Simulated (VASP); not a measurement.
SnO2:

```xyz
12
Lattice="5.1753 0.0000 0.0000 0.0000 5.1753 0.0000 0.0000 0.0000 5.1753" Properties=species:S:1:pos:R:3 pbc="T T T"
Sn    0.0000    0.0000    0.0000
Sn    2.5876    0.0000    2.5876
Sn    2.5876    2.5876    0.0000
Sn    0.0000    2.5876    2.5876
O     3.4214    4.3415    0.8337
O     4.3415    0.8337    3.4214
O     0.8337    3.4214    4.3415
O     1.7539    1.7539    1.7539
O     3.4214    3.4214    3.4214
O     4.3415    1.7539    0.8337
O     0.8337    4.3415    1.7539
O     1.7539    0.8337    4.3415
```

Base run:

- Program: VASP 6.6.1
- Functional: PBEsol
- Potentials or basis: VASP PAW PBE potentials, release 64 (Sn_d, O)
- Cutoff: 520 eV
- k mesh: 5 × 5 × 5
- Occupations: fermi-dirac, width 0.05 eV
- Spin: no spin polarisation

Its results: band gap on the k mesh 0.50 eV (least direct gap 0.56 eV); pressure -6.6 GPa; largest force 0.021 eV/Å.

Task: The run is repeated on the same cell with these changes: functional from PBEsol to LDA; potentials or basis from VASP PAW PBE potentials, release 64 (Sn_d, O) to VASP PAW LDA potentials, release 64 (Sn_d, O). What comes out?

Result: Band gap on the k mesh 0.50 eV (least direct gap 0.56 eV); pressure -11.7 GPa; largest force 0.040 eV/Å.

Caveats: the cell stands under tension; spin-orbit coupling is left out, which moves the levels of the heavy elements; an odd mesh through Γ misses points on the zone boundary, where band edges can lie; the PAW data sets were made with another functional, which shifts forces and pressure a little (at least some runs).
